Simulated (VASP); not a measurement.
A run of VASP 6.6.1 is set up as follows.

INCAR

```
SYSTEM = Zn
PREC = Accurate ; ENCUT = 500
EDIFF = 1E-6 ; ISMEAR = 0
SIGMA = 0.1 ; LREAL = .False.
LASPH = .True. ; NELM = 120
ALGO = Normal ; ISIF = 2
LWAVE = .False. ; LCHARG = .False.
GGA = PS ; NBANDS = 19
GGA_COMPAT = .False.
```

KPOINTS

```
regular mesh
0
Gamma
  18 18 8
  0 0 0
```

The input POSCAR:

```
Zn
1.0
    2.6700000000      0.0000000000      0.0000000000
   -1.3350000000      2.3122878281      0.0000000000
    0.0000000000      0.0000000000      4.9660000000
Zn
2
Direct
    0.3333333333      0.6666666667      0.2500000000
    0.6666666667      0.3333333333      0.7500000000
```

Potentials or basis: VASP PAW PBE potentials, release 64 (Zn).

Command:

```bash
$ cat potpaw_PBE.64/Zn/POTCAR > POTCAR
$ mpirun -np 1 vasp_std > vasp.out
```

Problem. What does it give for the pressure?

Solution. -5.5 GPa.

Problem. What does it give for the band gap on the k mesh?

Solution. Zero (bands 12 and 13 overlap by 4.68 eV).

Stress tensor (GPa, compression positive):
```
-6.18  0.00  0.00
 0.00 -6.18  0.00
 0.00  0.00 -4.12
```

Caveat: the cell stands under tension; the PAW data sets were made with another functional, which shifts forces and pressure a little.
